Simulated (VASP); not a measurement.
# Cu (I4/mmm) in VASP: a series of runs

The runs below take Cu through single point, with r2SCAN+D3(BJ).

Everything below comes from runs of VASP 6.6.1. Logs are shortened: lines on timing, memory, paths and dates and some standing lists are left out, and cuts for length are marked.

## 1. The cell of the first run

The typed cell holds 1 atom: a = 2.560 Å, b = 2.560 Å, c = 2.556 Å, α = 60.06°, β = 60.06°, γ = 59.89°.

## 2. Single point, r2SCAN+D3(BJ)

Input file POSCAR:

```
Cu
1.0
    0.0000000000      1.8075000000      1.8135250000
    1.8075000000      0.0000000000      1.8135250000
    1.8075000000      1.8075000000      0.0000000000
Cu
1
Direct
    0.0000000000      0.0000000000      0.0000000000
```

Input file INCAR.step1:

```
SYSTEM = Cu
PREC = Accurate ; ENCUT = 520
ISMEAR = -1 ; SIGMA = 0.1
LREAL = .False. ; LASPH = .True.
NELM = 100 ; NBANDS = 12
GGA = PE ; ALGO = Normal
EDIFF = 1E-4 ; LWAVE = .True.
LCHARG = .False.
```

Input file INCAR.step2:

```
SYSTEM = Cu
PREC = Accurate ; ENCUT = 520
EDIFF = 1E-6 ; ISMEAR = -1
SIGMA = 0.1 ; LREAL = .False.
LASPH = .True. ; NELM = 100
ALGO = Normal ; ISIF = 2
LWAVE = .False. ; LCHARG = .False.
METAGGA = R2SCAN ; LMIXTAU = .True.
IVDW = 12 ; VDW_S6 = 1.0
VDW_S8 = 0.78981345 ; VDW_A1 = 0.49484001
VDW_A2 = 5.73083694 ; NBANDS = 12
ISTART = 1
```

Input file KPOINTS:

```
regular mesh
0
Gamma
  16 16 16
  0 0 0
```

Potentials or basis: VASP PAW PBE potentials, release 64 (Cu).

Launch:

```
> cat potpaw_PBE.64/Cu/POTCAR > POTCAR
> cp INCAR.step1 INCAR
> mpirun -np 1 vasp_std > vasp.out
> cp INCAR.step2 INCAR
> mpirun -np 1 vasp_std > vasp.out
```

OUTCAR:

```text
SYSTEM = Cu
   PREC = Accurate
   ENCUT = 520
   EDIFF = 1E-6
   ISMEAR = -1
   LREAL = .False.
   LASPH = .True.
   NELM = 100
   ISIF = 2
   METAGGA = R2SCAN
   IVDW = 12
   ISTART = 1
 IVDW          = 12

 ion  position               nearest neighbor table
   1  0.000  0.000  0.000-

  LATTYP: Found a body centered tetragonal cell.
 ALAT       =     2.5561910140
 C/A-ratio  =     1.4189276076

  Lattice vectors:

 A1 = (  -1.8075000000,   0.0000000000,   1.8135250000)
 A2 = (   1.8075000000,   0.0000000000,   1.8135250000)
 A3 = (   0.0000000000,   1.8075000000,  -1.8135250000)

Analysis of symmetry for initial positions (statically):
=====================================================================
 Subroutine PRICEL returns:
 Original cell was already a primitive cell.

 Routine SETGRP: Setting up the symmetry group for a
 body centered tetragonal supercell.

 Subroutine GETGRP returns: Found 16 space group operations
 (whereof 16 operations were pure point group operations)
 out of a pool of 16 trial point group operations.

The static configuration has the point symmetry D_4h.

Analysis of symmetry for dynamics (positions and initial velocities):
=====================================================================
 Subroutine PRICEL returns:
 Original cell was already a primitive cell.

 Routine SETGRP: Setting up the symmetry group for a
 body centered tetragonal supercell.

 Subroutine GETGRP returns: Found 16 space group operations
 (whereof 16 operations were pure point group operations)
 out of a pool of 16 trial point group operations.

The dynamic configuration has the point symmetry D_4h.

 Subroutine INISYM returns: Found 16 space group operations
 (whereof 16 operations are pure point group operations),
 and found     1 'primitive' translations

----------------------------------------------------------------------------------------

                                     Primitive cell

  volume of cell :      11.8498

  direct lattice vectors                    reciprocal lattice vectors
     0.000000000  1.807500000  1.813525000    -0.276625173  0.276625173  0.275706152
     1.807500000  0.000000000  1.813525000     0.276625173 -0.276625173  0.275706152
     1.807500000  1.807500000  0.000000000     0.276625173  0.276625173 -0.275706152

  length of vectors
     2.560454877  2.560454877  2.556191014     0.478598846  0.478598846  0.478598846

  position of ions in fractional coordinates (direct lattice)
     0.000000000  0.000000000  0.000000000

  ion indices of the primitive-cell ions
   primitive index   ion index
                 1           1

----------------------------------------------------------------------------------------

 KPOINTS: regular mesh

Automatic generation of k-mesh.
 Grid dimensions read from file:
 generate k-points for:   16   16   16

 Generating k-lattice:

  Cartesian coordinates                     Fractional coordinates (reciprocal lattice)
    -0.017289073  0.017289073  0.017231635     0.062500000  0.000000000  0.000000000
     0.017289073 -0.017289073  0.017231635     0.000000000  0.062500000  0.000000000
     0.017289073  0.017289073 -0.017231635     0.000000000  0.000000000  0.062500000

  Length of vectors
     0.029912428  0.029912428  0.029912428

  Shift w.r.t. Gamma in fractional coordinates (k-lattice)
     0.000000000  0.000000000  0.000000000

 Subroutine IBZKPT returns following result:
 ===========================================

 Found    349 irreducible k-points:

 Following reciprocal coordinates:
            Coordinates               Weight
  0.000000  0.000000  0.000000      1.000000
  0.062500  0.000000  0.000000      8.000000
  0.125000  0.000000  0.000000      8.000000
  0.187500 -0.000000  0.000000      8.000000
  0.250000  0.000000  0.000000      8.000000
  0.312500  0.000000  0.000000      8.000000
[... 16 lines left out ...]
 -0.125000  0.062500  0.000000      8.000000
 -0.062500  0.062500  0.000000      4.000000
 [... further k-points ...]
   k-points           NKPTS =    349   k-points in BZ     NKDIM =    349   number of bands    NBANDS=     12
   number of dos      NEDOS =    301   number of ions     NIONS =      1
   total plane-waves  NPLWV =   8000
   dimension x,y,z NGX =    20 NGY =   20 NGZ =   20
   dimension x,y,z NGXF=    40 NGYF=   40 NGZF=   40
   ions per type =               1
   NGX,Y,Z   is equivalent  to a cutoff of  12.99, 12.99, 13.01 a.u.
   NGXF,Y,Z  is equivalent  to a cutoff of  25.97, 25.97, 26.01 a.u.
 SYSTEM =  Cu
   PREC   = accura    normal or accurate (medium, high low for compatibility)
   ISTART =      1    job   : 0-new  1-cont  2-samecut
   ICHARG =      0    charge: 1-file 2-atom 10-const
   ISPIN  =      1    spin polarized calculation?
   LNONCOLLINEAR =      F non collinear calculations
   LSORBIT =      F    spin-orbit coupling
   LASPH  =      T    aspherical Exc in radial PAW
   ENCUT  =  520.0 eV  38.22 Ry    6.18 a.u.   4.76  4.76  4.75*2*pi/ulx,y,z
   NELM   =    100;   NELMIN=  2; NELMDL=  0     # of ELM steps
   EDIFF  = 0.1E-05   stopping-criterion for ELM
   LREAL  =      F    real-space projection
   EDIFFG = 0.1E-04   stopping-criterion for IOM
   NSW    =      0    number of steps for IOM
   IBRION =     -1    ionic relax: 0-MD 1-quasi-New 2-CG
   NFREE  =      0    steps in history (QN), initial steepest desc. (CG)
   ISIF   =      2    stress and relaxation
   ISYM   =      2    0-nonsym 1-usesym 2-fastsym
   POTIM  = 0.5000    time-step for ionic-motion
   TEBEG  =    0.0;   TEEND  =   0.0 temperature during run
   PSTRESS=    0.0 pullay stress
   NELECT =      11.0000    total number of electrons
   NUPDOWN=      -1.0000    fix difference up-down
   EMIN   =  10.00;   EMAX   =-10.00  energy-range for DOS
   EFERMI =   0.00;   METHOD = LEGACY
   ISMEAR =    -1;   SIGMA  =   0.10  broadening in eV -4-tet -1-fermi 0-gaus
   EFERMI_NEDOS =   21; number of points for ismear=-14 and -15
   IALGO  =     38    algorithm
   IMIX   =      4    mixing-type and parameters
     AMIX     =   0.40;   BMIX     =  1.00
     AMIX_MAG =   1.60;   BMIX_MAG =  1.00
  volume/ion in A,a.u.               =      11.85        79.97
  Fermi-wavevector in a.u.,A,eV,Ry     =   1.596991  3.017875 34.700010  2.550379
  Thomas-Fermi vector in A             =   2.694667
   LORBIT       =      0    0 simple, 1 ext, 2 COOP (PROOUT), +10 PAW based schemes
   METAGGA = R2SCAN    functional components
   LHFCALC =     F    Hartree Fock is set to
   AEXX    =    0.0000 exact exchange contribution
   IVDW    =    12    specifies the selected vdW correction
   LEPSILON=     F    determine dielectric tensor
   LRPA    =     F    only Hartree local field effects (RPA)
 non-spin polarized calculation
  energy-cutoff  :      520.00
  volume of cell :       11.85
 maximum number of plane-waves:       332
   NGX =  9   NGY =  9   NGZ =  9

 number of electron      11.0000000 magnetization

 Free energy of the ion-electron system (eV)
  ---------------------------------------------------
  ext. energy  EPLUGINS =         0.00000000
  ---------------------------------------------------
  free energy    TOTEN  =       -10.82650793 eV

  energy without entropy =      -10.81692990  energy(sigma->0) =      -10.82171892

 E-fermi :   7.3321     XC(G=0): -13.7214

 val. band max:        7.3080007727   @ k =  -0.3125   0.1875   0.1250
 cond. band min:       7.3496226319   @ k =   0.5000   0.3125   0.1250
 fundamental gap:      0.0416218592
 Fermi energy:         7.3321081822

 k-point     1 :       0.0000    0.0000    0.0000
  band No.  band energies     occupation
      1      -2.2840      2.00000
      2       4.2221      2.00000
      3       4.2383      2.00000
      4       4.2384      2.00000
      5       5.0353      2.00000
      6       5.0511      2.00000
      7      30.7113      0.00000
      8      33.7066      0.00000
      9      33.7216      0.00000
     10      33.7218      0.00000
     11      36.0957      0.00000
     12      36.0991      0.00000

 k-point     2 :       0.0625    0.0000    0.0000
  band No.  band energies     occupation
      1      -2.1365      2.00000
      2       4.2008      2.00000
      3       4.2557      2.00000
      4       4.2655      2.00000
      5       5.0249      2.00000
      6       5.0402      2.00000
      7      29.8499      0.00000
      8      32.0693      0.00000
      9      33.2164      0.00000
     10      33.2307      0.00000
     11      36.7963      0.00000
     12      36.8030      0.00000

 k-point     3 :       0.1250    0.0000    0.0000
  band No.  band energies     occupation
      1      -1.7002      2.00000
      2       4.1193      2.00000
      3       4.3217      2.00000
      4       4.3325      2.00000
      5       5.0076      2.00000
      6       5.0210      2.00000
      7      26.8937      0.00000
      8      31.4505      0.00000
      9      32.4016      0.00000
     10      32.4248      0.00000
     11      38.1178      0.00000
     12      38.1285      0.00000

 k-point     4 :       0.1875   -0.0000    0.0000
  band No.  band energies     occupation
      1      -0.9976      2.00000
      2       4.0203      2.00000
      3       4.3802      2.00000
      4       4.3927      2.00000
      5       5.0275      2.00000
      6       5.0369      2.00000
      7      23.5488      0.00000
      8      31.1076      0.00000
      9      31.6819      0.00000
     10      31.7161      0.00000
     11      38.0880      0.00000
     12      38.3722      0.00000

 k-point     5 :       0.2500    0.0000    0.0000
  band No.  band energies     occupation
      1      -0.0831      2.00000
      2       3.9703      2.00000
      3       4.3769      2.00000
      4       4.3916      2.00000
      5       5.1308      2.00000
      6       5.1349      2.00000
      7      20.3101      0.00000
      8      30.6486      0.00000
      9      31.1276      0.00000
     10      31.1747      0.00000
     11      36.8921      0.00000
     12      37.0429      0.00000
[... 228 lines left out ...]
      1       0.3668      2.00000
      2       3.9268      2.00000
      3       4.3493      2.00000
      4       4.4179      2.00000
      5       5.0617      2.00000
      6       5.3586      2.00000
      7      19.3685      0.00000
      8      27.5287      0.00000
      9      31.7157      0.00000
     10      33.1150      0.00000
     11      34.9309      0.00000
     12      36.1993      0.00000

 k-point    22 :      -0.1875    0.0625    0.0000
  band No.  band energies     occupation
      1      -0.5877      2.00000
      2       3.9510      2.00000
      3       4.3908      2.00000
      4       4.4429      2.00000
      5       4.9387      2.00000
      6       5.1845      2.00000
      7      22.5435      0.00000
      8      27.9824      0.00000
      9      32.4311      0.00000
     10      33.6767      0.00000
     11      36.2991      0.00000
     12      36.5252      0.00000

 k-point    23 :      -0.1250    0.0625    0.0000
  band No.  band energies     occupation
      1      -1.3654      2.00000
      2       4.0496      2.00000
      3       4.3685      2.00000
      4       4.3844      2.00000
      5       4.9326      2.00000
      6       5.0874      2.00000
      7      25.8523      0.00000
      8      28.6675      0.00000
      9      32.7533      0.00000
     10      34.1861      0.00000
     11      36.5764      0.00000
     12      37.2137      0.00000

 k-point    24 :      -0.0625    0.0625    0.0000
  band No.  band energies     occupation
      1      -1.8919      2.00000
      2       4.1489      2.00000
      3       4.3029      2.00000
      4       4.3047      2.00000
      5       4.9869      2.00000
      6       5.0500      2.00000
      7      28.7198      0.00000
      8      30.0101      0.00000
      9      32.6607      0.00000
     10      34.2727      0.00000
     11      36.2978      0.00000
     12      37.0547      0.00000

 [... further k-points ...]

------------------------ aborting loop because EDIFF is reached ----------------------------------------

 Edisp (eV)   -0.27346

 E8    (eV) :    -0.0916

  FORCE on cell =-STRESS in cart. coord.  units (eV):
  Direction    XX          YY          ZZ          XY          YZ          ZX
  --------------------------------------------------------------------------------------
  -------------------------------------------------------------------------------------
  Total      -0.61047    -0.61047    -0.62282     0.00000     0.00000    -0.00000
  in kB     -82.54034   -82.54034   -84.20935     0.00000     0.00000    -0.00000
  external pressure =      -83.10 kB  Pullay stress =        0.00 kB

 VOLUME and BASIS-vectors are now :
 -----------------------------------------------------------------------------
  energy-cutoff  :      520.00
  volume of cell :       11.85
      direct lattice vectors                 reciprocal lattice vectors
     0.000000000  1.807500000  1.813525000    -0.276625173  0.276625173  0.275706152
     1.807500000  0.000000000  1.813525000     0.276625173 -0.276625173  0.275706152
     1.807500000  1.807500000  0.000000000     0.276625173  0.276625173 -0.275706152

 POSITION                                       TOTAL-FORCE (eV/Angst)
 -----------------------------------------------------------------------------------
      0.00000      0.00000      0.00000         0.000000      0.000000      0.000000
 -----------------------------------------------------------------------------------
    total drift:                                0.000000      0.000000      0.000000

  FREE ENERGIE OF THE ION-ELECTRON SYSTEM (eV)
  ---------------------------------------------------
  free  energy   TOTEN  =       -11.0999661357 eV

  energy  without entropy=      -11.0903881129  energy(sigma->0) =      -11.09517712
```

Wall time 2.5 min (1 thread of Intel Xeon Platinum 8488C (Sapphire Rapids), shared host); peak memory 0.17 GiB.

What came out:

* Free energy: -11.1000 eV
* Pressure: -8.3 GPa
* Dispersion energy per atom: -0.273 eV

Levels at points of the mesh, in eV from the Fermi level:
```csv
k point,band 4,band 5,band 6,band 7,band 8,band 9
"(0.00, 0.00, 0.00)",-3.09,-2.30,-2.28,23.38,26.37,26.39
"(0.50, 0.00, 0.00)",-1.71,-1.70,-1.01,3.98,21.89,23.06
"(0.50, 0.50, 0.00)",-1.55,-1.55,1.56,7.38,13.81,13.81
"(0.50, 0.00, 0.50)",-1.56,-1.54,1.64,7.47,13.73,13.74
```

Caveat: three body term missing; the PAW data sets were made with another functional, which shifts forces and pressure a little; pairwise dispersion overbinds metals, which lowers pressure and volume.

## 3. Single point, r2SCAN+D3(BJ)

This run uses another cell than the first one, of 11.89 Å³/atom, 1.003 times its volume.

Input file POSCAR:

```
Cu
1.0
    0.0000000000      1.8075000000      1.8195500000
    1.8075000000      0.0000000000      1.8195500000
    1.8075000000      1.8075000000      0.0000000000
Cu
1
Direct
    0.0000000000      0.0000000000      0.0000000000
```

Input file INCAR.step1:

```
PREC = Accurate
ENCUT = 520
ISMEAR = -1
SIGMA = 0.1
LREAL = False
LASPH = True
NELM = 100
NBANDS = 12
GGA = PE
ALGO = Normal
EDIFF = 1E-4
LWAVE = True
LCHARG = False
```

Input file INCAR.step2:

```
PREC = Accurate
ENCUT = 520
EDIFF = 1E-7
ISMEAR = -1
SIGMA = 0.1
LREAL = False
LASPH = True
NELM = 100
ALGO = Normal
ISIF = 2
LWAVE = False
LCHARG = False
METAGGA = R2SCAN
LMIXTAU = True
IVDW = 12
VDW_S6 = 1.0
VDW_S8 = 0.78981345
VDW_A1 = 0.49484001
VDW_A2 = 5.73083694
NBANDS = 12
ISTART = 1
```

Input file KPOINTS:

```
regular mesh
0
Gamma
  16 16 16
```

Potentials or basis: VASP PAW PBE potentials, release 64 (Cu).

Launch:

```
> cat potpaw_PBE.64/Cu/POTCAR > POTCAR
> cp INCAR.step1 INCAR
> mpirun -np 1 vasp_std > vasp.out
> cp INCAR.step2 INCAR
> mpirun -np 1 vasp_std > vasp.out
```

Run time: 2.5 min. Hardware: 1 thread of Intel Xeon Platinum 8488C (Sapphire Rapids), shared host; peak memory 0.17 GiB.

Results (log left out):

| Quantity | Value |
| --- | --- |
| Free energy | -11.0979 eV |
| Pressure | -8.7 GPa |
| Dispersion energy per atom | -0.273 eV |

Stress tensor (GPa, compression positive):
```
-8.62  0.00  0.00
 0.00 -8.62  0.00
 0.00  0.00 -8.96
```

Levels at points of the mesh, in eV from the Fermi level:
| k point | band 4 | band 5 | band 6 | band 7 | band 8 | band 9 |
| --- | --- | --- | --- | --- | --- | --- |
| (0.00, 0.00, 0.00) | -3.08 | -2.30 | -2.27 | 23.35 | 26.31 | 26.34 |
| (0.50, 0.00, 0.00) | -1.71 | -1.69 | -1.00 | 3.96 | 21.85 | 22.96 |
| (0.50, 0.50, 0.00) | -1.55 | -1.55 | 1.52 | 7.29 | 13.84 | 13.84 |
| (0.50, 0.00, 0.50) | -1.56 | -1.54 | 1.67 | 7.47 | 13.67 | 13.68 |

Caveat: three body term missing; the PAW data sets were made with another functional, which shifts forces and pressure a little; pairwise dispersion overbinds metals, which lowers pressure and volume.

## 4. Single point, r2SCAN+D3(BJ)

This run uses another cell than the first one, of 11.93 Å³/atom, 1.007 times its volume.

Input file POSCAR:

```
Cu
1.0
    0.0000000000      1.8075000000      1.8255750000
    1.8075000000      0.0000000000      1.8255750000
    1.8075000000      1.8075000000      0.0000000000
Cu
1
Direct
    0.0000000000      0.0000000000      0.0000000000
```

Input file INCAR.step1:

```
ALGO = Normal
EDIFF = 1E-4
ENCUT = 520
GGA = PE
ISMEAR = -1
LASPH = T
LCHARG = F
LREAL = F
LWAVE = T
NBANDS = 12
NELM = 60
PREC = Accurate
SIGMA = 0.1
```

Input file INCAR.step2:

```
ALGO = Normal
EDIFF = 1E-6
ENCUT = 520
ISIF = 2
ISMEAR = -1
ISTART = 1
IVDW = 12
LASPH = T
LCHARG = F
LMIXTAU = T
LREAL = F
LWAVE = F
METAGGA = R2SCAN
NBANDS = 12
NELM = 60
PREC = Accurate
SIGMA = 0.1
VDW_A1 = 0.49484001
VDW_A2 = 5.73083694
VDW_S6 = 1.0
VDW_S8 = 0.78981345
```

Input file KPOINTS:

```
k-points
0
Gamma
  16 16 16
```

Launch:

```
> cat potpaw_PBE.64/Cu/POTCAR > POTCAR
> cp INCAR.step1 INCAR
> mpirun -np 1 vasp_std > vasp.out
> cp INCAR.step2 INCAR
> mpirun -np 1 vasp_std > vasp.out
```

Run time: 2.4 min. Hardware: 1 thread of Intel Xeon Platinum 8488C (Sapphire Rapids), shared host; peak memory 0.17 GiB.

It converged, with:

- Free energy: -11.0957 eV
- Pressure: -9.1 GPa
- Dispersion energy per atom: -0.272 eV

Stress tensor (GPa, compression positive):
```
-8.97  0.00  0.00
 0.00 -8.97  0.00
 0.00  0.00 -9.49
```

Levels at points of the mesh, in eV from the Fermi level:
```csv
k point,band 3,band 4,band 5,band 6,band 7,band 8,band 9,band 10
"(0.00, 0.00, 0.00)",-3.06,-3.06,-2.30,-2.25,23.33,26.25,26.29,26.29
"(0.50, 0.00, 0.00)",-3.10,-1.71,-1.69,-0.99,3.95,21.80,22.88,23.17
"(0.50, 0.50, 0.00)",-1.73,-1.55,-1.55,1.47,7.21,13.87,13.87,18.17
"(0.50, 0.00, 0.50)",-1.73,-1.56,-1.53,1.69,7.48,13.62,13.63,17.97
```

Caveat: three body term missing; the PAW data sets were made with another functional, which shifts forces and pressure a little; pairwise dispersion overbinds metals, which lowers pressure and volume.

## 5. Overview

| cell | gap on the mesh (eV) | pressure (GPa) |
| --- | --- | --- |
| a = 2.560, b = 2.560, c = 2.556 Å, angles 60.1, 60.1, 59.9°, 1 atom | none | -8.3 |
| a = 2.565, b = 2.565, c = 2.556 Å, angles 60.1, 60.1, 59.8°, 1 atom | none | -8.7 |
| a = 2.569, b = 2.569, c = 2.556 Å, angles 60.2, 60.2, 59.7°, 1 atom | none | -9.1 |

Alike in all rows: task single point; level r2SCAN+D3(BJ); potentials or basis VASP PAW PBE potentials, release 64 (Cu); no spin polarisation; k mesh 16 × 16 × 16; cutoff (eV) 520; smearing fermi-dirac 0.1 eV.

Caveats: three body term missing; the PAW data sets were made with another functional, which shifts forces and pressure a little; pairwise dispersion overbinds metals, which lowers pressure and volume.

Total energies depend on the potentials used, so only differences within one code and one set of settings carry meaning.
